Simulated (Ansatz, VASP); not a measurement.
Sb: VASP beside Ansatz

```
Sb
1.0
     2.19908    2.19860    0.00000
     0.00000    0.00000   -6.21880
    -4.39816    4.39721    0.00000
Sb
4
Direct
  0.00000 0.00000 0.00000
  0.00000 0.50000 0.00000
  0.00000 0.00000 0.50000
  0.00000 0.50000 0.50000
```

Alike in both runs: task single point; functional PBE; k mesh 8 × 4 × 4; occupations gaussian, width 0.2 eV; no spin polarisation.

|  | VASP | Ansatz |
| --- | --- | --- |
| version | VASP 6.6.1 | Ansatz 0.2.0 |
| potentials or method | VASP PAW PBE potentials, release 64 (Sb), cutoff 520 eV | scalar-relativistic, plane waves, PAW |
| valence electrons in the cell | 20 | 60 |

|  | VASP | Ansatz | Ansatz less VASP |
| --- | --- | --- | --- |
| gap on the k mesh at the Fermi level (eV) | none | none | - |
| pressure (GPa) | 0.2 | 0.3 | +0.02 |

A gap of «none» marks a metal or a gap that the smearing closes. VASP's potentials hold 20 valence electrons a cell and Ansatz's 60, so a difference there can come from the potentials and not from the codes.

Spin-orbit coupling is off throughout.
